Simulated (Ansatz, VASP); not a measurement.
**HfO2 in VASP and in Ansatz**

POSCAR

```
HfO2
1.0
    4.8382821842      0.0000000000      0.0000000000
    0.0000000000      4.8382821842      0.0000000000
    0.0000000000      0.0000000000      3.2200100098
Hf O
2 4
Direct
    0.0000000000      0.0000000000      0.0000000000
    0.5000000000      0.5000000000      0.5000000000
    0.3050443194      0.3050443194      0.0000000000
    0.1949556806      0.8050443194      0.5000000000
    0.8050443194      0.1949556806      0.5000000000
    0.6949556806      0.6949556806      0.0000000000
```

File INCAR.step1:

```
ALGO = Normal
EDIFF = 1E-4
ENCUT = 520
GGA = PE
ISMEAR = 0
LASPH = True
LCHARG = False
LREAL = False
LWAVE = True
NBANDS = 31
NELM = 80
PREC = Accurate
SIGMA = 0.01
```

The input INCAR.step2:

```
ALGO = Normal
EDIFF = 1E-6
ENCUT = 520
ISIF = 2
ISMEAR = 0
ISTART = 1
LASPH = True
LCHARG = True
LELF = True
LMIXTAU = True
LREAL = False
LVHAR = True
LWAVE = False
METAGGA = R2SCAN
NBANDS = 31
NELM = 80
PREC = Accurate
SIGMA = 0.01
```

KPOINTS

```
k-points
0
Gamma
  6 6 8
```

Input for Ansatz:

```yaml
crystal:
  lattice:
    - [4.8382821842, 0.0, 0.0]
    - [0.0, 4.8382821842, 0.0]
    - [0.0, 0.0, 3.2200100098]
  atoms:
    - { symbol: Hf, position: [0.0, 0.0, 0.0] }
    - { symbol: Hf, position: [0.5, 0.5, 0.5] }
    - { symbol: O, position: [0.3050443194, 0.3050443194, 0.0] }
    - { symbol: O, position: [0.1949556806, 0.8050443194, 0.5] }
    - { symbol: O, position: [0.8050443194, 0.1949556806, 0.5] }
    - { symbol: O, position: [0.6949556806, 0.6949556806, 0.0] }
kpoints:
  mp_grid: { grid: [6, 6, 8] }
  band_path:
    path:
      - [0.0, 0.0, 0.0]
      - [0.0, 0.5, 0.0]
      - [0.5, 0.5, 0.0]
      - [0.0, 0.0, 0.5]
      - [0.0, 0.5, 0.5]
      - [0.5, 0.5, 0.5]
      - [-0.002604, -0.002604, 0.0]
    npoints: 1
hamiltonian:
  xc: r2scan
scf:
  occupations: { method: fixed }
  n_extra_bands: 5
output:
  forces: true
  stress: true
  eigenvalues: true
```

Alike in both runs: task single point; functional r2SCAN; k mesh 6 × 6 × 8; no spin polarisation.

```csv
,VASP,Ansatz
version,VASP 6.6.1,Ansatz 0.2.0
potentials or method,"VASP PAW PBE potentials, release 64 (Hf_pv, O)","plane waves, PAW"
plane-wave cutoff (eV),520,500
occupations,"gaussian, width 0.01 eV",fixed
valence electrons in the cell,44,76
```

```csv
,VASP,Ansatz,Ansatz less VASP
gap on the k mesh at the Fermi level (eV),4.47,4.53,+0.061
pressure (GPa),-3.2,0.0,+3.20
"traceless stress, the component that is largest in VASP (GPa)",-0.55,0.01,+0.557
rms of the force components (eV/Å),0.027,0.002,-0.0243
```

VASP's potentials were made for PBE, not for r2SCAN. Atom by atom the forces differ by 0.024 eV/Å (rms over components). VASP's potentials hold 44 valence electrons a cell and Ansatz's 76, so a difference there can come from the potentials and not from the codes.

Neither program's run includes spin-orbit coupling.
